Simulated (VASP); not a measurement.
# GeSb3Te: single point with PBE

The system is GeSb3Te.

```
Ge Sb Te
1.0
     4.76691    0.00000    0.00000
     0.00000    4.76691    0.00000
     0.00000    0.00000    6.03184
Ge Sb Te
1 3 1
Direct
  0.50000 0.50000 0.66200
  0.50000 0.50000 0.10590
  0.00000 0.50000 0.50000
  0.50000 0.00000 0.50000
  0.00000 0.00000 0.00000
```

```json
{
  "Program": "VASP 6.6.1",
  "Task": "single point",
  "Functional": "PBE",
  "Potentials or basis": "VASP PAW PBE potentials, release 64 (Ge_d, Sb, Te)",
  "Cutoff": "520 eV",
  "k mesh": "4 × 4 × 4",
  "Occupations": "gaussian, width 0.1 eV",
  "Spin": "no spin polarisation",
  "Dipole correction": "no",
  "Further INCAR settings": "ALGO = Normal; EDIFF = 1e-06; NBANDS = 26"
}
```

| Property | Result |
| --- | --- |
| Pressure | 5.7 GPa |
| Largest force | 2.216 eV/Å |

Forces on the atoms (eV/Å):
```
Ge   0.000  0.000  2.216
Sb   0.000  0.000  0.021
Sb   0.000  0.000 -0.958
Sb   0.000  0.000 -0.958
Te   0.000  0.000 -0.322
```

Stress tensor (GPa, compression positive):
```
6.75 0.00 0.00
0.00 6.75 0.00
0.00 0.00 3.72
```

Levels at points of the mesh, in eV from the Fermi level:
```csv
k point,band 13,band 14,band 15,band 16,band 17,band 18,band 19,band 20,band 21,band 22
"(0.00, 0.00, 0.00)",-2.47,-1.93,-1.93,-1.21,0.24,1.01,1.01,1.61,1.61,2.41
"(0.50, 0.00, 0.00)",-3.66,-2.05,-0.82,-0.82,-0.04,0.09,0.11,0.40,0.73,3.40
"(0.50, 0.50, 0.00)",-3.59,-3.59,-2.27,-2.27,-1.80,2.60,2.78,2.78,4.15,4.63
"(0.00, 0.00, 0.50)",-2.80,-2.80,-2.37,-1.90,-0.31,1.25,1.25,1.25,1.81,1.81
"(0.50, 0.00, 0.50)",-1.92,-1.92,-1.40,-1.40,-1.03,-0.99,-0.84,0.62,1.51,3.40
"(0.50, 0.50, 0.50)",-4.62,-1.26,0.12,0.12,0.17,0.22,2.62,2.84,2.84,4.19
```

Run time: 28 s on 1 thread of Intel(R) Xeon(R) Platinum 8559C (Emerald Rapids), on a shared host, peak memory 0.26 GiB.

Caveat: spin-orbit coupling is left out, which moves the levels of the heavy elements; forces of over 1 eV/Å act on the atoms, so gaps and moduli don't describe the material at rest.
